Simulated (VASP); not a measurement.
The system is Si4Sn.

```xyz
5
Lattice="-2.7660 2.7660 2.7660 2.7660 -2.7660 2.7660 2.7660 2.7660 -2.7660" Properties=species:S:1:pos:R:3 pbc="T T T"
Si    1.3830    1.3830    1.3830
Si   -1.3830    1.3830    1.3830
Si    1.3830    1.3830   -1.3830
Si    1.3830   -1.3830    1.3830
Sn    0.0000    0.0000    0.0000
```

- Program: VASP 6.6.1
- Task: relaxation of cell and atoms
- Functional: PBE
- Potentials or basis: VASP PAW PBE potentials, release 64 (Si, Sn_d)
- Cutoff: 600 eV
- k mesh: 4 × 4 × 4
- Occupations: gaussian, width 0.1 eV
- Spin: no spin polarisation

At the start: pressure 32.6 GPa; volume 16.93 Å³/atom.

Problem. How do energy, volume and symmetry change on relaxing?

Solution. Over 3 steps the energy falls by 492.4 meV/atom and the volume is 23.21 Å³/atom (+37.1 %); space group Im-3m (No. 229, to 0.05 Å).

The path:
```tsv
step	energy change (eV)	largest force (eV/Å)	pressure (GPa)	volume (Å³)
1	0.0000	0.0000	32.57	84.65
2	-2.1508	0.0000	-5.28	134.20
3	-2.4622	0.0000	0.22	116.04
```

Final structure:
```xyz
5
Lattice="-3.0727 3.0727 3.0727 3.0727 -3.0727 3.0727 3.0727 3.0727 -3.0727" Properties=species:S:1:pos:R:3 pbc="T T T"
Si    1.5363    1.5363    1.5363
Si   -1.5363    1.5363    1.5363
Si    1.5363    1.5363   -1.5363
Si    1.5363   -1.5363    1.5363
Sn    0.0000    0.0000    0.0000
```

Caveat: the k points lie up to 0.36 Å⁻¹ apart in the final cell; the volume moved by over 15 % at a fixed basis, so the end points are rough.
